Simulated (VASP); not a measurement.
Input of a VASP 6.6.1 run:

File INCAR:

```
PREC     = Accurate       # precision mode
ENCUT    = 520            # plane-wave cutoff, eV
EDIFF    = 1E-8           # SCF threshold, eV
ISMEAR   = 0              # smearing method
SIGMA    = 0.01           # smearing width, eV
LREAL    = False          # projectors in reciprocal space
LASPH    = True           # aspherical terms in the spheres
NELM     = 120            # most SCF steps
ALGO     = Normal         # electronic algorithm
ISIF     = 2              # what is computed and relaxed
LWAVE    = False          # write WAVECAR
LCHARG   = False          # write CHGCAR
GGA      = PE             # functional
LEFG     = True         
NBANDS   = 180            # bands
GGA_COMPAT= False
```

Contents of KPOINTS:

```
Automatic mesh
0
Gamma
  3 3 2
```

File POSCAR:

```
ZnF2
1.0
    4.7048000000      4.7048000000      0.0000000000
   -4.7048000000      4.7048000000      0.0000000000
    0.0000000000      0.0000000000      9.4014000000
Zn F
12 24
Direct
    0.0000000000      0.0000000000      0.0000000000
    0.0000000000      0.0000000000      0.3333333333
    0.0000000000      0.0000000000      0.6666666667
    0.5000000000      0.5000000000      0.0000000000
    0.5000000000      0.5000000000      0.3333333333
    0.5000000000      0.5000000000      0.6666666667
    0.5000000000      0.0000000000      0.1666666667
    0.5000000000      0.0000000000      0.5000000000
    0.5000000000      0.0000000000      0.8333333333
    0.0000000000      0.5000000000      0.1666666667
    0.0000000000      0.5000000000      0.5000000000
    0.0000000000      0.5000000000      0.8333333333
    0.3024000000      0.0000000000      0.0000000000
    0.3024000000      0.0000000000      0.3333333333
    0.3024000000      0.0000000000      0.6666666667
    0.8024000000      0.5000000000      0.0000000000
    0.8024000000      0.5000000000      0.3333333333
    0.8024000000      0.5000000000      0.6666666667
    0.5000000000      0.3024000000      0.1666666667
    0.5000000000      0.3024000000      0.5000000000
    0.5000000000      0.3024000000      0.8333333333
    0.0000000000      0.8024000000      0.1666666667
    0.0000000000      0.8024000000      0.5000000000
    0.0000000000      0.8024000000      0.8333333333
    0.6976000000      0.0000000000      0.0000000000
    0.6976000000      0.0000000000      0.3333333333
    0.6976000000      0.0000000000      0.6666666667
    0.1976000000      0.5000000000      0.0000000000
    0.1976000000      0.5000000000      0.3333333333
    0.1976000000      0.5000000000      0.6666666667
    0.5000000000      0.6976000000      0.1666666667
    0.5000000000      0.6976000000      0.5000000000
    0.5000000000      0.6976000000      0.8333333333
    0.0000000000      0.1976000000      0.1666666667
    0.0000000000      0.1976000000      0.5000000000
    0.0000000000      0.1976000000      0.8333333333
```

Potentials or basis: VASP PAW PBE potentials, release 64 (Zn, F).

The run is started by

```bash
$ cat potpaw_PBE.64/Zn/POTCAR potpaw_PBE.64/F/POTCAR > POTCAR
$ mpirun -np 1 vasp_std > vasp.out
```

Task: What does it give for the pressure?

Result: 6.5 GPa.

Task: What does it give for the band gap on the k mesh?

Result: 3.47 eV.

Task: Estimate the largest force.

Result: 0.013 eV/Å.

Forces in eV/Å, atoms in the order of the input:
```
Zn   0.000  0.000  0.000
Zn   0.000  0.000  0.000
Zn   0.000  0.000  0.000
Zn   0.000  0.000  0.000
Zn   0.000  0.000  0.000
Zn   0.000  0.000  0.000
Zn   0.000  0.000  0.000
Zn   0.000  0.000  0.000
Zn   0.000  0.000  0.000
Zn   0.000  0.000  0.000
Zn   0.000  0.000  0.000
Zn   0.000  0.000  0.000
F    0.009  0.009  0.000
F    0.009  0.009  0.000
F    0.009  0.009  0.000
F    0.009  0.009  0.000
F    0.009  0.009  0.000
F    0.009  0.009  0.000
F   -0.009  0.009  0.000
F   -0.009  0.009  0.000
F   -0.009  0.009  0.000
F   -0.009  0.009  0.000
F   -0.009  0.009  0.000
F   -0.009  0.009  0.000
F   -0.009 -0.009  0.000
F   -0.009 -0.009  0.000
F   -0.009 -0.009  0.000
F   -0.009 -0.009  0.000
F   -0.009 -0.009  0.000
F   -0.009 -0.009  0.000
F    0.009 -0.009  0.000
F    0.009 -0.009  0.000
F    0.009 -0.009  0.000
F    0.009 -0.009  0.000
F    0.009 -0.009  0.000
F    0.009 -0.009  0.000
```

Caveat: the cell stands under pressure; without QUAD_EFG the Cq values of the log hold for a quadrupole moment of 1 mb, not for the nuclei.
